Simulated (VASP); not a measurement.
A run of VASP 6.6.1 is set up as follows.

The input INCAR:

```
  PREC = Accurate
  ENCUT = 450
  EDIFF = 1E-7
  ISMEAR = 0
  SIGMA = 0.1
  LREAL = False
  LASPH = True
  NELM = 120
  ALGO = Normal
  ISIF = 2
  LWAVE = False
  LCHARG = False
  GGA = PE
  IVDW = 12
  IBRION = 2
  NSW = 60
  EDIFFG = -0.01
  GGA_COMPAT = False
  NELMIN = 4
  KPAR = 4
```

File KPOINTS:

```
regular mesh
0
Gamma
  12 12 10
```

POSCAR

```
As
1.0
    1.8250000000     -5.5000000000      0.0000000000
    1.8250000000      5.5000000000      0.0000000000
    0.0000000000      0.0000000000      4.4700000000
As
4
Direct
    0.1100000000      0.8900000000      0.0600000000
    0.6100000000      0.3900000000      0.4400000000
    0.8900000000      0.1100000000      0.9400000000
    0.3900000000      0.6100000000      0.5600000000
```

Potentials or basis: VASP PAW PBE potentials, release 64 (As).

Launch:

```bash
$ cat potpaw_PBE.64/As/POTCAR > POTCAR
$ mpirun -np 4 vasp_std > vasp.out
```

Estimate the band gap on the k mesh.

zero (bands 10 and 11 overlap by 0.25 eV).

What does it give for the dispersion energy per atom?

-0.402 eV.

Forces on the atoms (eV/Å):
```
As   0.000 -0.001 -0.002
As   0.000 -0.001  0.002
As   0.000  0.001  0.002
As   0.000  0.001 -0.002
```
